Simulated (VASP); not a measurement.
# CdSe: single point with PBEsol

The system is CdSe.

```
Cd Se
1.0
     0.00000    3.04135    3.04135
     3.04135    0.00000    3.04135
     3.04135    3.04135    0.00000
Cd Se
1 1
Direct
  0.99836 0.99836 0.99836
  0.75000 0.75000 0.75000
```

This cell differs from its parent crystal: atom 1 moved by [-0.01, -0.01, -0.01] A.

| Property | Result |
| --- | --- |
| Program | VASP 6.6.1 |
| Task | single point |
| Functional | PBEsol |
| Potentials or basis | VASP PAW PBE potentials, release 64 (Cd, Se) |
| Cutoff | 520 eV |
| k mesh | 6 × 6 × 6 |
| Occupations | gaussian, width 0.01 eV |
| Spin | no spin polarisation |
| Dipole correction | no |
| Further INCAR settings | ALGO = Normal; EDIFF = 1e-07; NBANDS = 16 |

The pressure is 0.3 GPa and the largest force is 0.088 eV/Å. The band gap on the k mesh is 0.47 eV, direct.

Forces in eV/Å, atoms in the order of the input:
```
Cd   0.051  0.051  0.051
Se  -0.051 -0.051 -0.051
```

Stress tensor (GPa, compression positive):
```
0.33 0.19 0.19
0.19 0.33 0.19
0.19 0.19 0.33
```

Levels at points of the mesh, in eV from the valence-band top:
```csv
k point,band 7,band 8,band 9,band 10,band 11,band 12
"(0.00, 0.00, 0.00)",-0.02,0.00,0.00,0.47,5.84,5.84
"(0.50, 0.00, 0.00)",-4.44,-0.78,-0.74,2.27,6.31,6.39
"(0.50, 0.50, 0.50)",-4.49,-0.77,-0.77,2.31,6.37,6.37
"(0.50, 0.50, 0.00)",-4.14,-1.89,-1.88,2.99,3.67,8.97
```

Run time: 21 s on 1 thread of Intel Xeon 6975P-C (shared host), peak memory 0.19 GiB.

Caveat: the cell differs from its parent crystal (atom 1 moved by [-0.01, -0.01, -0.01] A); the PAW data sets were made with another functional, which shifts forces and pressure a little.
